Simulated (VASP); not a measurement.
# BaTiO3 (P1) in VASP: notebook, part 2 of 2

VASP 6.6.1. Earlier steps stand in the parts before.

## 4. Single point, PBE

This run uses another cell than the first one, of 13.42 Å³/atom.

Input file INCAR:

```
SYSTEM = BaTiO3
PREC     = Accurate       ! precision mode
ENCUT    = 520            ! plane-wave cutoff, eV
EDIFF    = 1E-6           ! SCF threshold, eV
ISMEAR   = 0              ! smearing method
SIGMA    = 0.01           ! smearing width, eV
LREAL    = .FALSE.        ! projectors in reciprocal space
LASPH    = .TRUE.         ! aspherical terms in the spheres
NELM     = 60             ! most SCF steps
ALGO     = Normal         ! electronic algorithm
ISIF     = 2              ! what is computed and relaxed
LWAVE    = .FALSE.        ! write WAVECAR
LCHARG   = .TRUE.         ! write CHGCAR
GGA      = PE             ! functional
LELF     = .TRUE.         ! ELF
LVHAR    = .TRUE.       
NBANDS   = 28             ! bands
```

Input file KPOINTS:

```
Automatic mesh
0
G
  4 4 4
  0 0 0
```

Input file POSCAR:

```
BaTiO3
1.0
    3.9804821087      0.0492217639     -0.0377026291
    0.0492217639      4.2165242059     -0.0094757405
   -0.0378729119     -0.0095258237      4.0000646379
Ba Ti O
1 1 3
Direct
    0.0085000000      0.9970600000      0.0281600000
    0.5262100000      0.5032200000      0.4668900000
    0.4648300000      0.5315200000      0.0142500000
    0.4559600000      0.9838900000      0.4934600000
    0.0050800000      0.4811500000      0.5275000000
```

Potentials or basis: VASP PAW PBE potentials, release 64 (Ba_sv, Ti_sv, O).

Started as:

```console
> cat potpaw_PBE.64/Ba_sv/POTCAR potpaw_PBE.64/Ti_sv/POTCAR potpaw_PBE.64/O/POTCAR > POTCAR
> mpirun -np 1 vasp_std > vasp.out
```

OUTCAR:

```text
SYSTEM = BaTiO3
   PREC = Accurate
   ENCUT = 520
   EDIFF = 1E-6
   ISMEAR = 0
   LREAL = .FALSE.
   LASPH = .TRUE.
   NELM = 60
   ISIF = 2
   GGA = PE

 ion  position               nearest neighbor table
   1  0.008  0.997  0.028-   4 2.55   3 2.64   4 2.81   5 2.85   5 2.87   4 2.91   3 2.93   5 2.95
                             3 2.96   5 2.96   4 3.04   3 3.09   2 3.35   2 3.37   2 3.38   2 3.45
   2  0.526  0.503  0.467-   3 1.83   5 1.92   4 2.04   5 2.10   3 2.21   4 2.22   1 3.35   1 3.37
                             1 3.38   1 3.45   1 3.60   1 3.61   1 3.68   1 3.78
   3  0.465  0.532  0.014-   2 1.83   2 2.21   1 2.64   1 2.93   1 2.96   1 3.09
   4  0.456  0.984  0.493-   2 2.04   2 2.22   1 2.55   1 2.81   1 2.91   1 3.04
   5  0.005  0.481  0.528-   2 1.92   2 2.10   1 2.85   1 2.87   1 2.95   1 2.96

  LATTYP: Found a triclinic cell.
 ALAT       =     5.8683326233
 B/A-ratio  =     0.6783809346
 C/A-ratio  =     0.9881171607
 COS(alpha) =     0.0044097203
 COS(beta)  =     0.5231982337
 COS(gamma) =     0.6956669043

  Lattice vectors:

 A1 = (  -4.0297038726,  -4.2657459698,   0.0471783696)
 A2 = (  -3.9804821087,  -0.0492217639,   0.0377026291)
 A3 = (  -0.0113488520,  -4.2069983822,  -3.9905888974)

Analysis of symmetry for initial positions (statically):
=====================================================================
 Subroutine PRICEL returns:
 Original cell was already a primitive cell.

 Routine SETGRP: Setting up the symmetry group for a
 triclinic supercell.

 Subroutine GETGRP returns: Found  1 space group operations
 (whereof  1 operations were pure point group operations)
 out of a pool of  2 trial point group operations.

The static configuration has the point symmetry C_1 .

Analysis of symmetry for dynamics (positions and initial velocities):
=====================================================================
 Subroutine PRICEL returns:
 Original cell was already a primitive cell.

 Routine SETGRP: Setting up the symmetry group for a
 triclinic supercell.

[... 126 lines left out ...]
   EFERMI_NEDOS =   21; number of points for ismear=-14 and -15
   IALGO  =     38    algorithm
   IMIX   =      4    mixing-type and parameters
     AMIX     =   0.40;   BMIX     =  1.00
     AMIX_MAG =   1.60;   BMIX_MAG =  1.00
  volume/ion in A,a.u.               =      13.42        90.59
  Fermi-wavevector in a.u.,A,eV,Ry     =   1.377665  2.603409 25.823328  1.897961
  Thomas-Fermi vector in A             =   2.502798
   LORBIT       =      0    0 simple, 1 ext, 2 COOP (PROOUT), +10 PAW based schemes
   GGA     = PE    functional components
   LHFCALC =     F    Hartree Fock is set to
   AEXX    =    0.0000 exact exchange contribution
   IVDW    =     0    specifies the selected vdW correction
   LEPSILON=     F    determine dielectric tensor
   LRPA    =     F    only Hartree local field effects (RPA)
 non-spin polarized calculation
 Gauss-broadening in eV      SIGMA  =   0.01
  energy-cutoff  :      520.00
  volume of cell :       67.12
 maximum number of plane-waves:      1824
 NGX is ok and might be reduce to    30
   NGX = 15   NGY = 15   NGZ = 15

 number of electron      40.0000003 magnetization

 Free energy of the ion-electron system (eV)
  ---------------------------------------------------
  ext. energy  EPLUGINS =         0.00000000
  ---------------------------------------------------
  free energy    TOTEN  =       -39.50928390 eV

  energy without entropy =      -39.50928390  energy(sigma->0) =      -39.50928390

 E-fermi :   3.6944     XC(G=0): -10.9979

 val. band max:        3.5092666406   @ k =   0.5000   0.5000   0.5000
 cond. band min:       5.6063794901   @ k =   0.0000   0.0000   0.0000
 fundamental gap:      2.0971128495
 Fermi energy:         3.6943949152

 k-point     1 :       0.0000    0.0000    0.0000
  band No.  band energies     occupation
      1     -53.0966      2.00000
      2     -29.3748      2.00000
      3     -29.3108      2.00000
      4     -29.2958      2.00000
      5     -21.4231      2.00000
      6     -13.4206      2.00000
[... 733 lines left out ...]
     27      10.8302      0.00000
     28      11.2742      0.00000

 [... further k-points ...]
[... 5 lines left out ...]
  --------------------------------------------------------------------------------------
  -------------------------------------------------------------------------------------
  Total        0.7643699     -2.0688359      2.1629958     -0.9353058      0.5355440      0.6238526
  in kB       18.2457039    -49.3836388     51.6312597    -22.3259877     12.7835704     14.8915206
  external PRESSURE =       6.8311083 kB  Pullay stress =       0.0000000 kB

 VOLUME and BASIS-vectors are now :
 -----------------------------------------------------------------------------
  energy-cutoff  :      520.00
  volume of cell :       67.12
      direct lattice vectors                 reciprocal lattice vectors
     3.980482109  0.049221764 -0.037702629     0.251284527 -0.002928049  0.002372208
     0.049221764  4.216524206 -0.009475740    -0.002928045  0.237197551  0.000537143
    -0.037872912 -0.009525824  4.000064638     0.002361547  0.000534298  0.250019592

 POSITION                                       TOTAL-FORCE (eV/Angst)
 -----------------------------------------------------------------------------------
      0.08184      4.20428      0.10287        -0.354582      0.141999     -1.057521
      2.10166      2.14329      1.84298        -0.534470      0.653780      0.893760
      1.87587      2.26391      0.03444         1.045979     -0.946327      0.261296
      1.84468      4.16634      1.94736         1.365052      0.074820      0.399908
      0.02393      2.02401      2.10528        -1.521977      0.075729     -0.497443
 -----------------------------------------------------------------------------------
    total drift:                                0.000473      0.000036     -0.001067

  FREE ENERGIE OF THE ION-ELECTRON SYSTEM (eV)
  ---------------------------------------------------
  free  energy   TOTEN  =       -39.5092839015 eV

  energy  without entropy=      -39.5092839015  energy(sigma->0) =      -39.50928390
```

Run time: 92 s. Hardware: 1 thread of Intel Xeon 8259CL, shared host; peak memory 0.22 GiB.

Results:

| Quantity | Value |
| --- | --- |
| Free energy | -39.5093 eV |
| Pressure | 0.7 GPa |
| Largest force | 1.603 eV/Å |
| Band gap on the k mesh | 2.10 eV (least direct gap 2.43 eV) |

Forces in eV/Å, atoms in the order of the input:
```
Ba  -0.355  0.142 -1.058
Ti  -0.534  0.654  0.894
O    1.046 -0.946  0.261
O    1.365  0.075  0.400
O   -1.522  0.076 -0.497
```

Levels at points of the mesh, in eV from the valence-band top:
| k point | band 18 | band 19 | band 20 | band 21 | band 22 | band 23 |
| --- | --- | --- | --- | --- | --- | --- |
| (0.00, 0.00, 0.00) | -0.84 | -0.44 | -0.34 | 2.10 | 2.26 | 2.93 |
| (0.50, 0.00, 0.00) | -1.73 | -0.82 | -0.73 | 2.29 | 3.53 | 3.71 |
| (0.00, 0.50, 0.00) | -1.23 | -1.16 | -0.77 | 2.86 | 2.98 | 3.31 |
| (0.50, 0.50, 0.00) | -1.37 | -1.28 | -0.14 | 3.18 | 3.64 | 3.73 |
| (0.00, 0.00, 0.50) | -1.46 | -1.06 | -0.77 | 2.40 | 3.37 | 3.68 |
| (0.50, 0.00, 0.50) | -0.68 | -0.49 | -0.13 | 3.52 | 3.62 | 3.85 |
| (0.00, 0.50, 0.50) | -1.13 | -1.09 | -0.25 | 3.03 | 3.67 | 3.74 |
| (0.50, 0.50, 0.50) | -0.18 | -0.05 | 0.00 | 3.64 | 3.84 | 3.98 |

Caveat: spin-orbit coupling is left out, which moves the levels of the heavy elements; forces of over 1 eV/Å act on the atoms, so gaps and moduli don't describe the material at rest. A k mesh can miss the band edges.

## 5. Summary

```tsv
cell	gap on the mesh (eV)	pressure (GPa)	largest force (eV/Å)
a = 3.974, b = 4.210, c = 3.994 Å, angles 90.3, 91.1, 88.6°, 5 atoms, atomic positions A	2.11	1.7	1.57
a = 3.974, b = 4.210, c = 3.994 Å, angles 90.3, 91.1, 88.6°, 5 atoms, atomic positions B	2.11	1.3	1.60
a = 3.981, b = 4.217, c = 4.000 Å, angles 90.3, 91.1, 88.6°, 5 atoms, atomic positions C	2.10	0.7	1.60
```

Alike in all rows: task single point; level PBE; potentials or basis VASP PAW PBE potentials, release 64 (Ba_sv, Ti_sv, O); no spin polarisation; k mesh 4 × 4 × 4; cutoff (eV) 520; smearing gaussian 0.01 eV.

Caveats: spin-orbit coupling is left out, which moves the levels of the heavy elements; forces of over 1 eV/Å act on the atoms, so gaps and moduli don't describe the material at rest.

Total energies depend on the potentials used, so only differences within one code and one set of settings carry meaning.
